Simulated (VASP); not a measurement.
# MgSi2N2 (P6/mmm) in VASP: notebook, part 2 of 2

VASP 6.6.1. Earlier steps stand in the parts before.

### Step 5. Relaxation of cell and atoms, PBE

File INCAR:

```
ALGO     = Normal         # electronic algorithm
EDIFF    = 1E-7           # SCF threshold, eV
EDIFFG   = -0.04          # ionic threshold
ENCUT    = 600            # plane-wave cutoff, eV
GGA      = PE             # functional
IBRION   = 2              # ionic algorithm
ISIF     = 3              # what is computed and relaxed
ISMEAR   = 0              # smearing method
LASPH    = True           # aspherical terms in the spheres
LCHARG   = False          # write CHGCAR
LREAL    = False          # projectors in reciprocal space
LWAVE    = False          # write WAVECAR
NELM     = 60             # most SCF steps
NSW      = 90             # ionic steps
PREC     = Accurate       # precision mode
SIGMA    = 0.1            # smearing width, eV
```

File KPOINTS:

```
k-points
0
Gamma
  6 6 6
```

File POSCAR:

```
MgSi2N2
1.0
    4.3112343680      0.0000000000      0.0000000000
   -2.1556171840      3.7336384844      0.0000000000
    0.0000000000      0.0000000000      3.6508700920
Mg Si N
1 2 2
Direct
    0.0000000000      0.0000000000      0.0000000000
    0.3333333333      0.6666666667      0.5000000000
    0.6666666667      0.3333333333      0.5000000000
    0.3333333333      0.6666666667      0.0000000000
    0.6666666667      0.3333333333      0.0000000000
```

Potentials or basis: VASP PAW PBE potentials, release 64 (Mg, Si, N).

The run is started by

```sh
> cat potpaw_PBE.64/Mg/POTCAR potpaw_PBE.64/Si/POTCAR potpaw_PBE.64/N/POTCAR > POTCAR
> mpirun -np 1 vasp_std > vasp.out
```

OUTCAR:

```text
EDIFF = 1E-7
   EDIFFG = -0.04
   ENCUT = 600
   GGA = PE
   IBRION = 2
   ISIF = 3
   ISMEAR = 0
   LASPH = True
   LREAL = False
   NELM = 60
   NSW = 90
   PREC = Accurate

 ion  position               nearest neighbor table
   1  0.000  0.000  0.000-   4 2.49   5 2.49   5 2.49   4 2.49   5 2.49   4 2.49   2 3.09   3 3.09
                             2 3.09   3 3.09   3 3.09   2 3.09   3 3.09   2 3.09   3 3.09   2 3.09
   2  0.333  0.667  0.500-   4 1.83   4 1.83   3 2.49   3 2.49   3 2.49   1 3.09   1 3.09   1 3.09
                             1 3.09   1 3.09   1 3.09
   3  0.667  0.333  0.500-   5 1.83   5 1.83   2 2.49   2 2.49   2 2.49   1 3.09   1 3.09   1 3.09
                             1 3.09   1 3.09   1 3.09
   4  0.333  0.667  0.000-   2 1.83   2 1.83   1 2.49   1 2.49   1 2.49
   5  0.667  0.333  0.000-   3 1.83   3 1.83   1 2.49   1 2.49   1 2.49

  LATTYP: Found a hexagonal cell.
 ALAT       =     4.3112343680
 C/A-ratio  =     0.8468270988

  Lattice vectors:
[... 411 lines left out ...]
      9       3.4512      2.00000
     10       7.9577      0.00000
     11       9.6879      0.00000
     12       9.6879      0.00000
     13       9.8651      0.00000
     14      10.6282      0.00000
[... 377 lines left out ...]
      1      -8.9022      2.00000
      2      -7.8026      2.00000
      3      -4.2596      2.00000
      4      -2.1796      2.00000
      5       2.1457      2.00000
      6       2.4609      2.00000
      7       3.9332      2.00000
      8       4.0876      2.00000
      9       4.7743      2.00000
     10       5.6407      2.00000
     11       6.4768      0.68672
     12       9.5084      0.00000
     13      10.4917      0.00000
     14      10.8090      0.00000

 [... further k-points ...]

------------------------ aborting loop because EDIFF is reached ----------------------------------------

  FORCE on cell =-STRESS in cart. coord.  units (eV):
  Direction    XX          YY          ZZ          XY          YZ          ZX
  --------------------------------------------------------------------------------------
  -------------------------------------------------------------------------------------
  Total       -0.0038030     -0.0038030     -0.0190895      0.0000000      0.0000000      0.0000000
  in kB       -0.0976157     -0.0976157     -0.4899925      0.0000000      0.0000000      0.0000000
  external PRESSURE =      -0.2284080 kB  Pullay stress =       0.0000000 kB
[... 20 lines left out ...]
  FREE ENERGIE OF THE ION-ELECTRON SYSTEM (eV)
  ---------------------------------------------------
  free  energy   TOTEN  =       -27.4353230319 eV

  energy  without entropy=      -27.4234441457  energy(sigma->0) =      -27.42938359

 reached required accuracy - stopping structural energy minimisation
```

OSZICAR:

```text
N       E                     dE             d eps       ncg     rms          rms(c)
DAV:   1     0.825511871676E+02    0.82551E+02   -0.10400E+04   800   0.142E+03
DAV:   2    -0.237612820746E+02   -0.10631E+03   -0.10181E+03  1062   0.242E+02
DAV:   3    -0.310556999906E+02   -0.72944E+01   -0.71915E+01   934   0.737E+01
DAV:   4    -0.311408450683E+02   -0.85145E-01   -0.85031E-01   998   0.841E+00
[... 138 lines left out ...]
DAV:   3    -0.274353284267E+02    0.20147E-04   -0.33250E-05   898   0.523E-02    0.266E-02
DAV:   4    -0.274353226025E+02    0.58242E-05   -0.10045E-05   874   0.251E-02    0.427E-03
DAV:   5    -0.274353227696E+02   -0.16705E-06   -0.92252E-07   808   0.817E-03    0.252E-03
DAV:   6    -0.274353230778E+02   -0.30828E-06   -0.73463E-08   398   0.244E-03    0.248E-04
DAV:   7    -0.274353230319E+02    0.45984E-07   -0.82818E-09   392   0.793E-04
  14 F= -.27435323E+02 E0= -.27429384E+02  d E =-.402518E-01
```

It took 3.1 min on 1 thread of Intel Xeon Platinum 8488C (Sapphire Rapids), shared host; peak memory 0.21 GiB.

What came out:

```
Free energy                            : -27.4353 eV
Relaxed volume                         : 12.48 Å³/atom
Relaxed cell                           : a = 4.588 Å, b = 4.588 Å, c = 3.424 Å, α = 90.00°, β = 90.00°, γ = 120.00°
Space group after relaxing (to 0.05 Å) : P6/mmm (No. 191)
Energy gained by relaxing              : 39.7 meV/atom
Ionic steps                            : 14
Pressure after relaxing                : 0.0 GPa
Band gap on the k mesh                 : zero (band 10 reaches 8.33 eV, above the bottom of band 11 at 5.91 eV)
```

Step by step:
```
step  energy change (eV)  largest force (eV/Å)  pressure (GPa)  volume (Å³)
   1              0.0000                0.0000           -0.47        58.77
   2             -0.0163                0.0000            1.06        58.47
   3             -0.0411                0.0000            6.84        57.53
   4             -0.0444                0.0000            6.96        57.55
   5             -0.0550                0.0000            7.40        57.60
   6             -0.0731                0.0000            8.65        57.72
   7             -0.0438                0.0000           12.16        57.91
   8             -0.0758                0.0000            9.33        57.76
   9             -0.0921                0.0000            8.84        58.08
  10             -0.1304                0.0000            7.48        59.04
  11             -0.1584                0.0000            5.23        60.98
  12             -0.1837                0.0000            3.13        61.52
  13             -0.1983                0.0000           -0.49        62.56
  14             -0.1987                0.0000           -0.02        62.42
```

Final structure:
```cif
data_structure
_symmetry_space_group_name_H-M 'P 1'
_symmetry_Int_Tables_number 1
_cell_length_a 4.5880
_cell_length_b 4.5880
_cell_length_c 3.4240
_cell_angle_alpha 90.000
_cell_angle_beta 90.000
_cell_angle_gamma 120.000
_cell_volume 62.42
loop_
_atom_site_label
_atom_site_type_symbol
_atom_site_fract_x
_atom_site_fract_y
_atom_site_fract_z
_atom_site_occupancy
Mg1 Mg 0.00000 0.00000 0.00000 1
Si1 Si 0.33333 0.66667 0.50000 1
Si2 Si 0.66667 0.33333 0.50000 1
N1 N 0.33333 0.66667 0.00000 1
N2 N 0.66667 0.33333 0.00000 1
```

### Step 6. Summary

```tsv
task	cell	k mesh	cutoff (eV)	gap on the mesh (eV)	pressure (GPa)	relaxed volume (Å³/atom)
single point	a = 4.311, b = 4.311, c = 3.651 Å, angles 90.0, 90.0, 120.0°, 5 atoms	6 × 6 × 4	520	none	-0.3	-
single point	a = 4.594, b = 4.594, c = 3.424 Å, angles 90.0, 90.0, 120.0°, 5 atoms	6 × 6 × 6	520	none	-0.2	-
relaxation of cell and atoms	relaxed from a = 4.295, b = 4.295, c = 4.877 Å, angles 90.0, 90.0, 120.0°, 5 atoms	6 × 6 × 4	600	none	0.1	11.69
relaxation of cell and atoms	relaxed from a = 4.311, b = 4.311, c = 3.651 Å, angles 90.0, 90.0, 120.0°, 5 atoms	6 × 6 × 6	600	none	0.0	12.48
```

Alike in all rows: level PBE; potentials or basis VASP PAW PBE potentials, release 64 (Mg, Si, N); no spin polarisation; smearing gaussian 0.1 eV.

Caveats: some runs use coarse meshes; the volume moved by over 15 % at a fixed basis, so the end points are rough (some runs).

Total energies depend on the potentials used, so only differences within one code and one set of settings carry meaning.
